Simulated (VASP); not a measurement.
# Mg (Im-3m) in VASP: settings compared

Mg is run at these levels: PBE+D4, PBE, PBE+D3(BJ); tasks: single point, relaxation of cell and atoms.

Everything below comes from runs of VASP 6.6.1. Logs are shortened: lines on timing, memory, paths and dates and some standing lists are left out, and cuts for length are marked.

### Step 1. The cell of the first run

The structure is cubic, space group Im-3m (No. 229). Conventional cell: a = 3.544 Å, b = 3.544 Å, c = 3.544 Å, α = 90.00°, β = 90.00°, γ = 90.00°. Mg (site symmetry m-3m) has 14 Mg at 3.07 to 3.54 Å within 4.0 Å.

This isn't the form of Mg at room conditions, which is hcp.

### Step 2. Single point, PBE+D4

INCAR

```
PREC     = Accurate       # precision mode
ENCUT    = 520            # plane-wave cutoff, eV
EDIFF    = 1E-7           # SCF threshold, eV
ISMEAR   = -1             # smearing method
SIGMA    = 0.05           # smearing width, eV
LREAL    = False          # projectors in reciprocal space
LASPH    = True           # aspherical terms in the spheres
NELM     = 100            # most SCF steps
ALGO     = Normal         # electronic algorithm
ISIF     = 2              # what is computed and relaxed
LWAVE    = False          # write WAVECAR
LCHARG   = True           # write CHGCAR
GGA      = PE             # functional
IVDW     = 13             # dispersion correction
LELF     = True           # ELF
LVHAR    = True         
NBANDS   = 7              # bands
```

KPOINTS

```
Automatic mesh
0
Gamma
  11 11 11
```

POSCAR

```
Mg
1.0
   -1.7721757992      1.7721757992      1.7721757992
    1.7721757992     -1.7721757992      1.7721757992
    1.7721757992      1.7721757992     -1.7721757992
Mg
1
Direct
    0.0000000000      0.0000000000      0.0000000000
```

Potentials or basis: VASP PAW PBE potentials, release 64 (Mg).

On the command line:

```sh
cat potpaw_PBE.64/Mg/POTCAR > POTCAR
mpirun -np 1 vasp_std > vasp.out
```

OUTCAR:

```text
PREC = Accurate
   ENCUT = 520
   EDIFF = 1E-7
   ISMEAR = -1
   LREAL = False
   LASPH = True
   NELM = 100
   ISIF = 2
   GGA = PE
   IVDW = 13

 ion  position               nearest neighbor table
   1  0.000  0.000  0.000-

  LATTYP: Found a body centered cubic cell.
 ALAT       =     3.5443515984

  Lattice vectors:

 A1 = (  -1.7721757992,   1.7721757992,   1.7721757992)
 A2 = (   1.7721757992,  -1.7721757992,   1.7721757992)
 A3 = (   1.7721757992,   1.7721757992,  -1.7721757992)

Analysis of symmetry for initial positions (statically):
=====================================================================
 Subroutine PRICEL returns:
 Original cell was already a primitive cell.

 Routine SETGRP: Setting up the symmetry group for a
 body centered cubic supercell.

 Subroutine GETGRP returns: Found 48 space group operations
 (whereof 48 operations were pure point group operations)
 out of a pool of 48 trial point group operations.

The static configuration has the point symmetry O_h .

Analysis of symmetry for dynamics (positions and initial velocities):
=====================================================================
 Subroutine PRICEL returns:
 Original cell was already a primitive cell.

 Routine SETGRP: Setting up the symmetry group for a
 body centered cubic supercell.

 Subroutine GETGRP returns: Found 48 space group operations
 (whereof 48 operations were pure point group operations)
 out of a pool of 48 trial point group operations.

The dynamic configuration has the point symmetry O_h .

 Subroutine INISYM returns: Found 48 space group operations
 (whereof 48 operations are pure point group operations),
 and found     1 'primitive' translations

----------------------------------------------------------------------------------------

                                     Primitive cell

  volume of cell :      22.2628

  direct lattice vectors                    reciprocal lattice vectors
    -1.772175799  1.772175799  1.772175799     0.000000000  0.282139052  0.282139052
     1.772175799 -1.772175799  1.772175799     0.282139052  0.000000000  0.282139052
     1.772175799  1.772175799 -1.772175799     0.282139052  0.282139052  0.000000000

  length of vectors
     3.069498524  3.069498524  3.069498524     0.399004874  0.399004874  0.399004874

  position of ions in fractional coordinates (direct lattice)
     0.000000000  0.000000000  0.000000000

  ion indices of the primitive-cell ions
   primitive index   ion index
                 1           1

----------------------------------------------------------------------------------------

 KPOINTS: Automatic mesh

Automatic generation of k-mesh.
 Grid dimensions read from file:
 generate k-points for:   11   11   11

 Generating k-lattice:

  Cartesian coordinates                     Fractional coordinates (reciprocal lattice)
     0.000000000  0.025649005  0.025649005     0.090909091  0.000000000  0.000000000
     0.025649005  0.000000000  0.025649005     0.000000000  0.090909091  0.000000000
     0.025649005  0.025649005  0.000000000     0.000000000  0.000000000  0.090909091

  Length of vectors
     0.036273170  0.036273170  0.036273170

  Shift w.r.t. Gamma in fractional coordinates (k-lattice)
     0.000000000  0.000000000  0.000000000

 Subroutine IBZKPT returns following result:
 ===========================================

 Found     56 irreducible k-points:

 Following reciprocal coordinates:
            Coordinates               Weight
  0.000000  0.000000  0.000000      1.000000
  0.090909  0.000000  0.000000     12.000000
  0.181818  0.000000  0.000000     12.000000
  0.272727  0.000000  0.000000     12.000000
  0.363636  0.000000  0.000000     12.000000
  0.454545  0.000000  0.000000     12.000000
[... 16 lines left out ...]
  0.272727  0.181818  0.090909     48.000000
  0.363636  0.181818  0.090909     24.000000
 [... further k-points ...]
   k-points           NKPTS =     56   k-points in BZ     NKDIM =     56   number of bands    NBANDS=      7
   number of dos      NEDOS =    301   number of ions     NIONS =      1
   total plane-waves  NPLWV =  13824
   dimension x,y,z NGX =    24 NGY =   24 NGZ =   24
   dimension x,y,z NGXF=    48 NGYF=   48 NGZF=   48
   ions per type =               1
   NGX,Y,Z   is equivalent  to a cutoff of  13.00, 13.00, 13.00 a.u.
   NGXF,Y,Z  is equivalent  to a cutoff of  26.00, 26.00, 26.00 a.u.
 SYSTEM =  unknown system
   PREC   = accura    normal or accurate (medium, high low for compatibility)
   ISTART =      0    job   : 0-new  1-cont  2-samecut
   ICHARG =      2    charge: 1-file 2-atom 10-const
   ISPIN  =      1    spin polarized calculation?
   LNONCOLLINEAR =      F non collinear calculations
   LSORBIT =      F    spin-orbit coupling
   LASPH  =      T    aspherical Exc in radial PAW
   ENCUT  =  520.0 eV  38.22 Ry    6.18 a.u.   5.71  5.71  5.71*2*pi/ulx,y,z
   NELM   =    100;   NELMIN=  2; NELMDL= -5     # of ELM steps
   EDIFF  = 0.1E-06   stopping-criterion for ELM
   LREAL  =      F    real-space projection
   EDIFFG = 0.1E-05   stopping-criterion for IOM
   NSW    =      0    number of steps for IOM
   IBRION =     -1    ionic relax: 0-MD 1-quasi-New 2-CG
   NFREE  =      0    steps in history (QN), initial steepest desc. (CG)
   ISIF   =      2    stress and relaxation
   ISYM   =      2    0-nonsym 1-usesym 2-fastsym
   POTIM  = 0.5000    time-step for ionic-motion
   TEBEG  =    0.0;   TEEND  =   0.0 temperature during run
   PSTRESS=    0.0 pullay stress
   NELECT =       2.0000    total number of electrons
   NUPDOWN=      -1.0000    fix difference up-down
   EMIN   =  10.00;   EMAX   =-10.00  energy-range for DOS
   EFERMI =   0.00;   METHOD = LEGACY
   ISMEAR =    -1;   SIGMA  =   0.05  broadening in eV -4-tet -1-fermi 0-gaus
   EFERMI_NEDOS =   21; number of points for ismear=-14 and -15
   IALGO  =     38    algorithm
   IMIX   =      4    mixing-type and parameters
     AMIX     =   0.40;   BMIX     =  1.00
     AMIX_MAG =   1.60;   BMIX_MAG =  1.00
  volume/ion in A,a.u.               =      22.26       150.24
  Fermi-wavevector in a.u.,A,eV,Ry     =   0.733204  1.385554  7.314326  0.537588
  Thomas-Fermi vector in A             =   1.825855
   LORBIT       =      0    0 simple, 1 ext, 2 COOP (PROOUT), +10 PAW based schemes
   GGA     = PE    functional components
   LHFCALC =     F    Hartree Fock is set to
   AEXX    =    0.0000 exact exchange contribution
   IVDW    =    13    specifies the selected vdW correction
   LEPSILON=     F    determine dielectric tensor
   LRPA    =     F    only Hartree local field effects (RPA)
 non-spin polarized calculation
  energy-cutoff  :      520.00
  volume of cell :       22.26
 maximum number of plane-waves:       615
   NGX = 11   NGY = 11   NGZ = 11

 number of electron       2.0000000 magnetization

 Free energy of the ion-electron system (eV)
  ---------------------------------------------------
  ext. energy  EPLUGINS =         0.00000000
  ---------------------------------------------------
  free energy    TOTEN  =        -1.48174155 eV

  energy without entropy =       -1.47924374  energy(sigma->0) =       -1.48049265

 E-fermi :   2.8172     XC(G=0):  -8.5904

 val. band max:        2.7827951921   @ k =   0.3636   0.1818   0.0909
 cond. band min:       2.9050896147   @ k =  -0.4545   0.4545   0.0909
 fundamental gap:      0.1222944226
 Fermi energy:         2.8171819464

 k-point     1 :       0.0000    0.0000    0.0000
  band No.  band energies     occupation
      1      -4.2658      2.00000
      2      16.0374      0.00000
      3      16.0374      0.00000
      4      16.0374      0.00000
      5      18.0845      0.00000
      6      18.0845      0.00000
      7      18.3408      0.00000

 k-point     2 :       0.0909    0.0000    0.0000
  band No.  band energies     occupation
      1      -4.0673      2.00000
      2      14.0043      0.00000
      3      15.1552      0.00000
      4      15.2621      0.00000
      5      16.6762      0.00000
      6      17.0845      0.00000
      7      18.5755      0.00000

 k-point     3 :       0.1818    0.0000    0.0000
  band No.  band energies     occupation
      1      -3.4743      2.00000
      2      10.8222      0.00000
      3      13.8230      0.00000
      4      14.1704      0.00000
      5      15.3158      0.00000
      6      16.3418      0.00000
      7      19.1345      0.00000

 k-point     4 :       0.2727    0.0000    0.0000
  band No.  band energies     occupation
      1      -2.4943      2.00000
      2       7.8129      0.00000
      3      12.7273      0.00000
      4      13.2996      0.00000
      5      14.2855      0.00000
      6      15.5640      0.00000
      7      20.0303      0.00000

 k-point     5 :       0.3636    0.0000    0.0000
  band No.  band energies     occupation
      1      -1.1404      2.00000
      2       5.0955      0.00000
      3      11.9770      0.00000
      4      12.7125      0.00000
      5      13.5988      0.00000
      6      14.9450      0.00000
      7      21.0116      0.00000
[... 161 lines left out ...]
 k-point    22 :       0.1818    0.1818    0.0909
  band No.  band energies     occupation
      1      -0.9488      2.00000
      2       6.8575      0.00000
      3       7.6021      0.00000
      4       9.7306      0.00000
      5      18.8576      0.00000
      6      19.3819      0.00000
      7      21.0564      0.00000

 k-point    23 :       0.2727    0.1818    0.0909
  band No.  band energies     occupation
      1       0.5643      2.00000
      2       4.6608      0.00000
      3       6.7849      0.00000
      4       9.1395      0.00000
      5      18.7150      0.00000
      6      20.0449      0.00000
      7      21.3331      0.00000

 k-point    24 :       0.3636    0.1818    0.0909
  band No.  band energies     occupation
      1       2.1375      2.00000
      2       2.7828      1.33093
      3       6.5801      0.00000
      4       8.9484      0.00000
      5      18.5865      0.00000
      6      20.2175      0.00000
      7      21.9217      0.00000

 [... further k-points ...]

------------------------ aborting loop because EDIFF is reached ----------------------------------------

  DFT-D4 for vdW energy calculation

  Edisp (eV):   -0.16758

  FORCE on cell =-STRESS in cart. coord.  units (eV):
  Direction    XX          YY          ZZ          XY          YZ          ZX
  --------------------------------------------------------------------------------------
  -------------------------------------------------------------------------------------
  Total      -0.01819    -0.01819    -0.01819     0.00000     0.00000    -0.00000
  in kB      -1.30879    -1.30879    -1.30879     0.00000     0.00000    -0.00000
  external pressure =       -1.31 kB  Pullay stress =        0.00 kB

 VOLUME and BASIS-vectors are now :
 -----------------------------------------------------------------------------
  energy-cutoff  :      520.00
  volume of cell :       22.26
      direct lattice vectors                 reciprocal lattice vectors
    -1.772175799  1.772175799  1.772175799     0.000000000  0.282139052  0.282139052
     1.772175799 -1.772175799  1.772175799     0.282139052  0.000000000  0.282139052
     1.772175799  1.772175799 -1.772175799     0.282139052  0.282139052  0.000000000

 POSITION                                       TOTAL-FORCE (eV/Angst)
 -----------------------------------------------------------------------------------
      0.00000      0.00000      0.00000        -0.000000     -0.000000      0.000000
 -----------------------------------------------------------------------------------
    total drift:                                0.000000      0.000000      0.000000

  FREE ENERGIE OF THE ION-ELECTRON SYSTEM (eV)
  ---------------------------------------------------
  free  energy   TOTEN  =        -1.6493237591 eV

  energy  without entropy=       -1.6468259544  energy(sigma->0) =       -1.64807486
```

Run time: 8 s. Hardware: 1 thread of Intel Xeon 8259CL, shared host; peak memory 0.14 GiB.

Results:

```yaml
Free_energy: -1.6493 eV
Pressure: -0.1 GPa
Band_gap_on_the_k_mesh: zero (bands 1 and 2 overlap by 3.05 eV)
Dispersion_energy_per_atom: -0.168 eV
```

### Step 3. Relaxation of cell and atoms, PBE

INCAR

```
ALGO = Fast
EDIFF = 1E-6
EDIFFG = -0.01
ENCUT = 600
GGA = PE
IBRION = 2
ISIF = 3
ISMEAR = -1
LASPH = T
LCHARG = F
LREAL = F
LWAVE = F
NELM = 80
NSW = 60
PREC = Accurate
SIGMA = 0.05
```

KPOINTS

```
k-points
0
Gamma
  11 11 11
```

POSCAR

```
Mg
1.0
   -1.7727644967      1.7727644967      1.7727644967
    1.7727644967     -1.7727644967      1.7727644967
    1.7727644967      1.7727644967     -1.7727644967
Mg
1
Direct
    0.0000000000      0.0000000000      0.0000000000
```

Potentials or basis: VASP PAW PBE potentials, release 64 (Mg).

On the command line:

```sh
cat potpaw_PBE.64/Mg/POTCAR > POTCAR
mpirun -np 1 vasp_std > vasp.out
```

OUTCAR:

```text
EDIFF = 1E-6
   EDIFFG = -0.01
   ENCUT = 600
   GGA = PE
   IBRION = 2
   ISIF = 3
   ISMEAR = -1
   LASPH = T
   LREAL = F
   NELM = 80
   NSW = 60
   PREC = Accurate

 ion  position               nearest neighbor table
   1  0.000  0.000  0.000-

  LATTYP: Found a body centered cubic cell.
 ALAT       =     3.5455289934

  Lattice vectors:

 A1 = (  -1.7727644967,   1.7727644967,   1.7727644967)
 A2 = (   1.7727644967,  -1.7727644967,   1.7727644967)
 A3 = (   1.7727644967,   1.7727644967,  -1.7727644967)

Analysis of symmetry for initial positions (statically):
=====================================================================
 Subroutine PRICEL returns:
 Original cell was already a primitive cell.

 Routine SETGRP: Setting up the symmetry group for a
 body centered cubic supercell.

 Subroutine GETGRP returns: Found 48 space group operations
 (whereof 48 operations were pure point group operations)
 out of a pool of 48 trial point group operations.

The static configuration has the point symmetry O_h .

Analysis of symmetry for dynamics (positions and initial velocities):
=====================================================================
[... 163 lines left out ...]
  Direction    XX          YY          ZZ          XY          YZ          ZX
  --------------------------------------------------------------------------------------
  -------------------------------------------------------------------------------------
  Total        0.1127110      0.1127110      0.1127110      0.0000000      0.0000000      0.0000000
  in kB        8.1033366      8.1033366      8.1033366      0.0000000      0.0000000      0.0000000
  external PRESSURE =       8.1033366 kB  Pullay stress =       0.0000000 kB
[... 57 lines left out ...]
--------------------------------------- Ionic step        3  -------------------------------------------

 number of electron       2.0000000 magnetization

 Free energy of the ion-electron system (eV)
  ---------------------------------------------------
  ext. energy  EPLUGINS =         0.00000000
  ---------------------------------------------------
  free energy    TOTEN  =        -1.48309152 eV

  energy without entropy =       -1.48055357  energy(sigma->0) =       -1.48182254

 E-fermi :   2.6888     XC(G=0):  -8.5204

 val. band max:        2.6511652844   @ k =   0.3636   0.1818   0.0909
 cond. band min:       2.7783882891   @ k =  -0.4545   0.4545   0.0909
 fundamental gap:      0.1272230047
 Fermi energy:         2.6887957547

 k-point     1 :       0.0000    0.0000    0.0000
  band No.  band energies     occupation
      1      -4.2874      2.00000
      2      15.7641      0.00000
      3      15.7641      0.00000
      4      15.7641      0.00000
      5      17.7881      0.00000
[... 177 lines left out ...]
 k-point    24 :       0.3636    0.1818    0.0909
  band No.  band energies     occupation
      1       2.0406      2.00000
      2       2.6512      1.35949
      3       6.4089      0.00000
      4       8.7075      0.00000
      5      18.2487      0.00000

 [... further k-points ...]
[... 5 lines left out ...]
  --------------------------------------------------------------------------------------
  -------------------------------------------------------------------------------------
  Total       -0.0014446     -0.0014446     -0.0014446      0.0000000      0.0000000      0.0000000
  in kB       -0.1016509     -0.1016509     -0.1016509      0.0000000      0.0000000      0.0000000
  external PRESSURE =      -0.1016509 kB  Pullay stress =       0.0000000 kB
[... 16 lines left out ...]
  FREE ENERGIE OF THE ION-ELECTRON SYSTEM (eV)
  ---------------------------------------------------
  free  energy   TOTEN  =        -1.4830915199 eV

  energy  without entropy=       -1.4805535667  energy(sigma->0) =       -1.48182254

 reached required accuracy - stopping structural energy minimisation
```

OSZICAR:

```text
N       E                     dE             d eps       ncg     rms          rms(c)
DAV:   1    -0.386465707358E+00   -0.38647E+00   -0.80214E+02   590   0.300E+02
DAV:   2    -0.148486736253E+01   -0.10984E+01   -0.10305E+01   715   0.169E+01
DAV:   3    -0.149055775872E+01   -0.56904E-02   -0.56573E-02   790   0.150E+00
DAV:   4    -0.149056618012E+01   -0.84214E-05   -0.84212E-05   795   0.452E-02
[... 12 lines left out ...]
       N       E                     dE             d eps       ncg     rms          rms(c)
DAV:   1    -0.148309404860E+01   -0.65618E-04   -0.50206E-04   800   0.121E-01    0.711E-03
RMM:   2    -0.148309285974E+01    0.11889E-05   -0.17713E-06   430   0.111E-02    0.453E-03
RMM:   3    -0.148309149562E+01    0.13641E-05   -0.10997E-07   319   0.332E-03    0.200E-04
RMM:   4    -0.148309151992E+01   -0.24297E-07   -0.49957E-09   203   0.788E-04
   3 F= -.14830915E+01 E0= -.14818225E+01  d E =-.118175E-02
```

Run time: 22 s. Hardware: 1 thread of Intel Xeon 8259CL, shared host; peak memory 0.16 GiB.

Results:

* Free energy: -1.4831 eV
* Relaxed volume: 22.77 Å³/atom
* Relaxed cell: a = 3.093 Å, b = 3.093 Å, c = 3.093 Å, α = 109.47°, β = 109.47°, γ = 109.47°
* Space group after relaxing (to 0.1 Å): Im-3m (No. 229)
* Energy gained by relaxing: 1.2 meV/atom
* Ionic steps: 3
* Pressure after relaxing: 0.0 GPa
* Band gap on the k mesh: zero (bands 1 and 2 overlap by 3.03 eV)

The path:
| step | energy change (eV) | largest force (eV/Å) | pressure (GPa) | volume (Å³) |
| --- | --- | --- | --- | --- |
| 1 | 0.0000 | 0.0000 | 0.81 | 22.29 |
| 2 | -0.0011 | 0.0000 | 0.18 | 22.65 |
| 3 | -0.0012 | 0.0000 | -0.01 | 22.77 |

Final structure:
```
Mg
1.0
    -1.78553    1.78553    1.78553
     1.78553   -1.78553    1.78553
     1.78553    1.78553   -1.78553
Mg
1
Cartesian
  0.0000 0.0000 0.0000
```

Levels at points of the mesh, in eV from the Fermi level:
```tsv
k point	band 1	band 2	band 3	band 4
(0.00, 0.00, 0.00)	-6.98	13.08	13.08	13.08
```

(Continued in part 2 of 2.)
